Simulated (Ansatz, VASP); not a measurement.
# Ni2Ge in VASP and in Ansatz

```
Ni Ge
1.0
     3.97814    0.00000    0.00000
    -1.98907    3.44517    0.00000
     0.00000    0.00000    5.03738
Ni Ge
4 2
Direct
  0.66667 0.33333 0.25000
  0.33333 0.66667 0.75000
  0.00000 0.00000 0.00000
  0.00000 0.00000 0.50000
  0.66667 0.33333 0.75000
  0.33333 0.66667 0.25000
```

Alike in both runs: functional r2SCAN; k mesh 12 × 12 × 8; occupations gaussian, width 0.1 eV; no spin polarisation.

Ansatz relaxed the structure, and its values are those at the end. VASP's run is a single point on that final structure, the one shown.

```csv
,VASP,Ansatz
version,VASP 6.6.1,Ansatz 0.2.0
potentials or method,"VASP PAW PBE potentials, release 64 (Ni, Ge_d), cutoff 520 eV","scalar-relativistic, plane waves, PAW"
valence electrons in the cell,68,100
```

```tsv
	VASP	Ansatz	Ansatz less VASP
gap on the k mesh at the Fermi level (eV)	none	none	-
pressure (GPa)	0.2	0.0	-0.19
```

VASP's potentials were made for PBE, not for r2SCAN. A gap of «none» marks a metal or a gap that the smearing closes. The functional is the same, so the differences come from potentials, cutoffs and numerics. VASP's potentials hold 68 valence electrons a cell and Ansatz's 100, so a difference there can come from the potentials and not from the codes.
